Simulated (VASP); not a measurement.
# BaO (Fm-3m) in VASP: further runs

Runs on BaO. Level: PBE. Tasks: single point.

All numbers are computed with VASP 6.6.1; they aren't measurements. Logs are shortened: lines on timing, memory, paths and dates and some standing lists are left out, and cuts for length are marked.

## Step 1: The cell of the first run

It takes space group Fm-3m (No. 225, cubic). The conventional cell has a = 5.407 Å, b = 5.407 Å, c = 5.407 Å, α = 90.00°, β = 90.00°, γ = 90.00°. Within 3.6 Å of Ba (site symmetry m-3m) lie 6 O at 2.70 Å. O (site symmetry m-3m) has 6 Ba at 2.70 Å within 3.6 Å.

## Step 2: Single point, PBE (volume scaled by 0.95)

INCAR reads:

```
SYSTEM = BaO
  PREC = Accurate
  ENCUT = 600
  EDIFF = 1E-6
  ISMEAR = -1
  SIGMA = 0.02
  LREAL = .FALSE.
  LASPH = .TRUE.
  NELM = 120
  ALGO = Normal
  ISIF = 2
  LWAVE = .FALSE.
  LCHARG = .FALSE.
  GGA = PE
  NBANDS = 15
  GGA_COMPAT = .FALSE.
```

KPOINTS reads:

```
regular mesh
0
G
  9 9 9
  0 0 0
```

POSCAR reads:

```
BaO
1.0
    0.0000000000      2.7033808244      2.7033808244
    2.7033808244      0.0000000000      2.7033808244
    2.7033808244      2.7033808244      0.0000000000
Ba O
1 1
Direct
    0.0000000000      0.0000000000      0.0000000000
    0.5000000000      0.5000000000      0.5000000000
```

Potentials or basis: VASP PAW PBE potentials, release 64 (Ba_sv, O).

Started as:

```console
$ cat potpaw_PBE.64/Ba_sv/POTCAR potpaw_PBE.64/O/POTCAR > POTCAR
$ mpirun -np 1 vasp_std > vasp.out
```

OUTCAR:

```text
SYSTEM = BaO
   PREC = Accurate
   ENCUT = 600
   EDIFF = 1E-6
   ISMEAR = -1
   LREAL = .FALSE.
   LASPH = .TRUE.
   NELM = 120
   ISIF = 2
   GGA = PE

 ion  position               nearest neighbor table
   1  0.000  0.000  0.000-   2 2.70   2 2.70   2 2.70   2 2.70   2 2.70   2 2.70
   2  0.500  0.500  0.500-   1 2.70   1 2.70   1 2.70   1 2.70   1 2.70   1 2.70

  LATTYP: Found a face centered cubic cell.
 ALAT       =     5.4067616488

  Lattice vectors:

 A1 = (   0.0000000000,   2.7033808244,   2.7033808244)
 A2 = (   2.7033808244,   0.0000000000,   2.7033808244)
 A3 = (   2.7033808244,   2.7033808244,   0.0000000000)

Analysis of symmetry for initial positions (statically):
=====================================================================
 Subroutine PRICEL returns:
 Original cell was already a primitive cell.

 Routine SETGRP: Setting up the symmetry group for a
 face centered cubic supercell.

 Subroutine GETGRP returns: Found 48 space group operations
 (whereof 48 operations were pure point group operations)
 out of a pool of 48 trial point group operations.

The static configuration has the point symmetry O_h .

Analysis of symmetry for dynamics (positions and initial velocities):
=====================================================================
 Subroutine PRICEL returns:
 Original cell was already a primitive cell.

 Routine SETGRP: Setting up the symmetry group for a
 face centered cubic supercell.

 Subroutine GETGRP returns: Found 48 space group operations
 (whereof 48 operations were pure point group operations)
 out of a pool of 48 trial point group operations.

The dynamic configuration has the point symmetry O_h .

 Subroutine INISYM returns: Found 48 space group operations
 (whereof 48 operations are pure point group operations),
 and found     1 'primitive' translations

----------------------------------------------------------------------------------------

                                     Primitive cell

  volume of cell :      39.5141

  direct lattice vectors                    reciprocal lattice vectors
     0.000000000  2.703380824  2.703380824    -0.184953594  0.184953594  0.184953594
     2.703380824  0.000000000  2.703380824     0.184953594 -0.184953594  0.184953594
     2.703380824  2.703380824  0.000000000     0.184953594  0.184953594 -0.184953594

  length of vectors
     3.823157826  3.823157826  3.823157826     0.320349022  0.320349022  0.320349022

  position of ions in fractional coordinates (direct lattice)
     0.000000000  0.000000000  0.000000000
     0.500000000  0.500000000  0.500000000

  ion indices of the primitive-cell ions
   primitive index   ion index
                 1           1
                 2           2

----------------------------------------------------------------------------------------

 KPOINTS: regular mesh

Automatic generation of k-mesh.
 Grid dimensions read from file:
 generate k-points for:    9    9    9

 Generating k-lattice:

  Cartesian coordinates                     Fractional coordinates (reciprocal lattice)
    -0.020550399  0.020550399  0.020550399     0.111111111  0.000000000  0.000000000
     0.020550399 -0.020550399  0.020550399     0.000000000  0.111111111  0.000000000
     0.020550399  0.020550399 -0.020550399     0.000000000  0.000000000  0.111111111

  Length of vectors
     0.035594336  0.035594336  0.035594336

  Shift w.r.t. Gamma in fractional coordinates (k-lattice)
     0.000000000  0.000000000  0.000000000

 Subroutine IBZKPT returns following result:
 ===========================================

 Found     35 irreducible k-points:

 Following reciprocal coordinates:
            Coordinates               Weight
  0.000000  0.000000  0.000000      1.000000
  0.111111  0.000000  0.000000      8.000000
  0.222222  0.000000  0.000000      8.000000
  0.333333  0.000000  0.000000      8.000000
  0.444444  0.000000  0.000000      8.000000
  0.111111  0.111111  0.000000      6.000000
[... 16 lines left out ...]
 -0.333333  0.333333  0.000000     12.000000
  0.444444  0.444444  0.000000      6.000000
 [... further k-points ...]
   k-points           NKPTS =     35   k-points in BZ     NKDIM =     35   number of bands    NBANDS=     15
   number of dos      NEDOS =    301   number of ions     NIONS =      2
   total plane-waves  NPLWV =  32768
   dimension x,y,z NGX =    32 NGY =   32 NGZ =   32
   dimension x,y,z NGXF=    64 NGYF=   64 NGZF=   64
   ions per type =               1   1
   NGX,Y,Z   is equivalent  to a cutoff of  13.91, 13.91, 13.91 a.u.
   NGXF,Y,Z  is equivalent  to a cutoff of  27.83, 27.83, 27.83 a.u.
 SYSTEM =  BaO
   PREC   = accura    normal or accurate (medium, high low for compatibility)
   ISTART =      0    job   : 0-new  1-cont  2-samecut
   ICHARG =      2    charge: 1-file 2-atom 10-const
   ISPIN  =      1    spin polarized calculation?
   LNONCOLLINEAR =      F non collinear calculations
   LSORBIT =      F    spin-orbit coupling
   LASPH  =      T    aspherical Exc in radial PAW
   ENCUT  =  600.0 eV  44.10 Ry    6.64 a.u.   7.64  7.64  7.64*2*pi/ulx,y,z
   NELM   =    120;   NELMIN=  2; NELMDL= -5     # of ELM steps
   EDIFF  = 0.1E-05   stopping-criterion for ELM
   LREAL  =      F    real-space projection
   EDIFFG = 0.1E-04   stopping-criterion for IOM
   NSW    =      0    number of steps for IOM
   IBRION =     -1    ionic relax: 0-MD 1-quasi-New 2-CG
   NFREE  =      0    steps in history (QN), initial steepest desc. (CG)
   ISIF   =      2    stress and relaxation
   ISYM   =      2    0-nonsym 1-usesym 2-fastsym
   POTIM  = 0.5000    time-step for ionic-motion
   TEBEG  =    0.0;   TEEND  =   0.0 temperature during run
   PSTRESS=    0.0 pullay stress
   NELECT =      16.0000    total number of electrons
   NUPDOWN=      -1.0000    fix difference up-down
   EMIN   =  10.00;   EMAX   =-10.00  energy-range for DOS
   EFERMI =   0.00;   METHOD = LEGACY
   ISMEAR =    -1;   SIGMA  =   0.02  broadening in eV -4-tet -1-fermi 0-gaus
   EFERMI_NEDOS =   21; number of points for ismear=-14 and -15
   IALGO  =     38    algorithm
   IMIX   =      4    mixing-type and parameters
     AMIX     =   0.40;   BMIX     =  1.00
     AMIX_MAG =   1.60;   BMIX_MAG =  1.00
  volume/ion in A,a.u.               =      19.76       133.33
  Fermi-wavevector in a.u.,A,eV,Ry     =   1.211149  2.288740 19.958142  1.466882
  Thomas-Fermi vector in A             =   2.346674
   LORBIT       =      0    0 simple, 1 ext, 2 COOP (PROOUT), +10 PAW based schemes
   GGA     = PE    functional components
   LHFCALC =     F    Hartree Fock is set to
   AEXX    =    0.0000 exact exchange contribution
   IVDW    =     0    specifies the selected vdW correction
   LEPSILON=     F    determine dielectric tensor
   LRPA    =     F    only Hartree local field effects (RPA)
 non-spin polarized calculation
  energy-cutoff  :      600.00
  volume of cell :       39.51
 maximum number of plane-waves:      1363
   NGX = 15   NGY = 15   NGZ = 15

 number of electron      15.9999999 magnetization

 Free energy of the ion-electron system (eV)
  ---------------------------------------------------
  ext. energy  EPLUGINS =         0.00000000
  ---------------------------------------------------
  free energy    TOTEN  =       -11.67577594 eV

  energy without entropy =      -11.67577594  energy(sigma->0) =      -11.67577594

 E-fermi :   2.8980     XC(G=0):  -9.9593

 val. band max:        2.3842610945   @ k =  -0.4444   0.4444   0.0000
 cond. band min:       4.1723040480   @ k =   0.4444   0.4444   0.0000
 fundamental gap:      1.7880429535
 Fermi energy:         2.8980183825

 k-point     1 :       0.0000    0.0000    0.0000
  band No.  band energies     occupation
      1     -23.5421      2.00000
      2     -12.8290      2.00000
      3      -7.8925      2.00000
      4      -7.8925      2.00000
      5      -7.8925      2.00000
      6       1.8710      2.00000
      7       1.8710      2.00000
      8       1.8710      2.00000
      9       6.2752      0.00000
     10       7.0318      0.00000
     11       7.0318      0.00000
     12       7.0318      0.00000
     13       9.4873      0.00000
     14       9.4873      0.00000
     15      12.4153      0.00000

 k-point     2 :       0.1111    0.0000    0.0000
  band No.  band energies     occupation
      1     -23.5034      2.00000
      2     -12.9378      2.00000
      3      -7.9241      2.00000
      4      -7.9091      2.00000
      5      -7.9091      2.00000
      6       1.5862      2.00000
      7       1.6860      2.00000
      8       1.6860      2.00000
      9       6.7749      0.00000
     10       6.9635      0.00000
     11       7.2818      0.00000
     12       7.2818      0.00000
     13       9.8479      0.00000
     14       9.8479      0.00000
     15      13.2475      0.00000

 k-point     3 :       0.2222    0.0000    0.0000
  band No.  band energies     occupation
      1     -23.4025      2.00000
      2     -13.2139      2.00000
      3      -7.9990      2.00000
      4      -7.9502      2.00000
      5      -7.9502      2.00000
      6       1.0027      2.00000
      7       1.2677      2.00000
      8       1.2677      2.00000
      9       6.8071      0.00000
     10       7.9777      0.00000
     11       7.9777      0.00000
     12       8.2166      0.00000
     13      10.7653      0.00000
     14      10.7653      0.00000
     15      15.1911      0.00000
[... 343 lines left out ...]
 k-point    23 :      -0.3333    0.3333    0.0000
  band No.  band energies     occupation
      1     -23.1166      2.00000
      2     -13.4578      2.00000
      3      -9.2322      2.00000
      4      -8.3386      2.00000
      5      -8.2860      2.00000
      6       0.9160      2.00000
      7       1.1311      2.00000
      8       2.1285      2.00000
      9       6.6796      0.00000
     10       8.3268      0.00000
     11      10.1216      0.00000
     12      10.5778      0.00000
     13      12.5798      0.00000
     14      14.4104      0.00000
     15      17.2891      0.00000

 k-point    24 :       0.4444    0.4444    0.0000
  band No.  band energies     occupation
      1     -23.1132      2.00000
      2     -13.1222      2.00000
      3      -9.5850      2.00000
      4      -8.5923      2.00000
      5      -8.5923      2.00000
      6       2.1291      2.00000
      7       2.1291      2.00000
      8       2.2565      2.00000
      9       4.1723      0.00000
     10       8.7107      0.00000
     11      11.5229      0.00000
     12      12.1355      0.00000
     13      12.3383      0.00000
     14      12.3383      0.00000
     15      16.9698      0.00000

 [... further k-points ...]
[... 5 lines left out ...]
  --------------------------------------------------------------------------------------
  -------------------------------------------------------------------------------------
  Total        2.4593168      2.4593168      2.4593168      0.0000000      0.0000000      0.0000000
  in kB       99.7179594     99.7179594     99.7179594      0.0000000      0.0000000      0.0000000
  external PRESSURE =      99.7179594 kB  Pullay stress =       0.0000000 kB

 VOLUME and BASIS-vectors are now :
 -----------------------------------------------------------------------------
  energy-cutoff  :      600.00
  volume of cell :       39.51
      direct lattice vectors                 reciprocal lattice vectors
     0.000000000  2.703380824  2.703380824    -0.184953594  0.184953594  0.184953594
     2.703380824  0.000000000  2.703380824     0.184953594 -0.184953594  0.184953594
     2.703380824  2.703380824  0.000000000     0.184953594  0.184953594 -0.184953594

 POSITION                                       TOTAL-FORCE (eV/Angst)
 -----------------------------------------------------------------------------------
      0.00000      0.00000      0.00000         0.000000      0.000000      0.000000
      2.70338      2.70338      2.70338        -0.000000     -0.000000      0.000000
 -----------------------------------------------------------------------------------
    total drift:                                0.000000     -0.000000      0.000000

  FREE ENERGIE OF THE ION-ELECTRON SYSTEM (eV)
  ---------------------------------------------------
  free  energy   TOTEN  =       -11.6757759356 eV

  energy  without entropy=      -11.6757759356  energy(sigma->0) =      -11.67577594
```

It took 34 s on 1 thread of Intel Xeon Platinum 8259CL at 2.50GHz (Skylake/Cascade Lake), shared host; peak memory 0.18 GiB.

Results:

* Free energy: -11.6758 eV
* Pressure: 10.0 GPa
* Band gap on the k mesh: 1.79 eV, indirect (least direct gap 1.92 eV)

Caveat: spin-orbit coupling is left out, which moves the levels of the heavy elements.

(Part 1 of 2 ends here.)
